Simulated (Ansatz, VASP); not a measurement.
# Two plane-wave programs on BP

INCAR

```
ALGO     = Normal         # electronic algorithm
EDIFF    = 1E-7           # SCF threshold, eV
EDIFFG   = -0.002         # ionic threshold
ENCUT    = 500            # plane-wave cutoff, eV
GGA      = PS             # functional
GGA_COMPAT= F            
IBRION   = 2              # ionic algorithm
ISIF     = 3              # what is computed and relaxed
ISMEAR   = 0              # smearing method
LASPH    = T              # aspherical terms in the spheres
LCHARG   = F              # write CHGCAR
LREAL    = F              # projectors in reciprocal space
LWAVE    = F              # write WAVECAR
NELM     = 120            # most SCF steps
NELMIN   = 4            
NSW      = 100            # ionic steps
PREC     = Accurate       # precision mode
SIGMA    = 0.02           # smearing width, eV
```

File KPOINTS:

```
k-points
0
Gamma
  12 12 12
```

POSCAR

```
BP
1.0
    0.0000000000      2.2690000000      2.2690000000
    2.2690000000      0.0000000000      2.2690000000
    2.2690000000      2.2690000000      0.0000000000
B P
1 1
Direct
    0.0000000000      0.0000000000      0.0000000000
    0.2500000000      0.2500000000      0.2500000000
```

Input for Ansatz:

```yaml
crystal:
  lattice:
    - [0.0, 2.269, 2.269]
    - [2.269, 0.0, 2.269]
    - [2.269, 2.269, 0.0]
  atoms:
    - { symbol: B, position: [0.0, 0.0, 0.0] }
    - { symbol: P, position: [0.25, 0.25, 0.25] }
basis:
  ecutwfc: 420
kpoints:
  mp_grid: { grid: [12, 12, 12] }
hamiltonian:
  xc: pbesol
  pseudopotentials: { kind: paw, azcp: { folder: soft_1 } }
scf:
  occupations: { method: gaussian, width: 0.02 }
output:
  forces: true
  stress: true
  eigenvalues: true
relax:
  adjacent_minimum: "off"
  f_tol: 0.002
  max_steps: 80
  cell: { stress_tol: 0.02 }
```

Alike in both runs: task relaxation of cell and atoms; functional PBEsol; k mesh 12 × 12 × 12; occupations gaussian, width 0.02 eV; no spin polarisation.

|  | VASP | Ansatz |
| --- | --- | --- |
| version | VASP 6.6.1 | Ansatz 0.2.0 |
| potentials or method | VASP PAW PBE potentials, release 64 (B, P), cutoff 500 eV | scalar-relativistic, plane waves, PAW |
| valence electrons in the cell | 8 | 8 |

```tsv
	VASP	Ansatz	Ansatz less VASP
gap on the k mesh at the Fermi level, each at its own relaxed structure (eV)	1.11	1.11	+0.002
relaxed volume (Å³/atom)	11.55	11.54	-0.008
relaxed cell length with the largest relative difference (Å)	3.197	3.196	-0.0007
```

VASP's potentials were made for PBE, not for PBEsol, and Ansatz warns of the same on its side.
